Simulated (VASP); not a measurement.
Input of a VASP 6.6.1 run:

Contents of INCAR:

```
ALGO = Normal
EDIFF = 1E-6
ENCUT = 520
GGA = PE
ISIF = 2
ISMEAR = -1
LASPH = T
LCHARG = T
LELF = T
LREAL = F
LVHAR = T
LWAVE = F
NBANDS = 10
NELM = 60
PREC = Accurate
SIGMA = 0.1
```

The input KPOINTS:

```
k-points
0
Gamma
  16 16 16
```

File POSCAR:

```
Fe
1.0
   -1.3807996972      1.3807996972      1.3807996972
    1.3807996972     -1.3807996972      1.3807996972
    1.3807996972      1.3807996972     -1.3807996972
Fe
1
Direct
    0.0000000000      0.0000000000      0.0000000000
```

Potentials or basis: VASP PAW PBE potentials, release 64 (Fe).

Command:

```console
$ cat potpaw_PBE.64/Fe/POTCAR > POTCAR
$ mpirun -np 1 vasp_std > vasp.out
```

(1) Estimate the band gap on the k mesh.

(2) What does it give for the pressure?

Answers

(1) zero (band 4 reaches 7.73 eV, above the bottom of band 5 at 5.70 eV).

(2) -0.4 GPa.

Caveat: the run has no spin polarisation, though such a crystal can be magnetic.
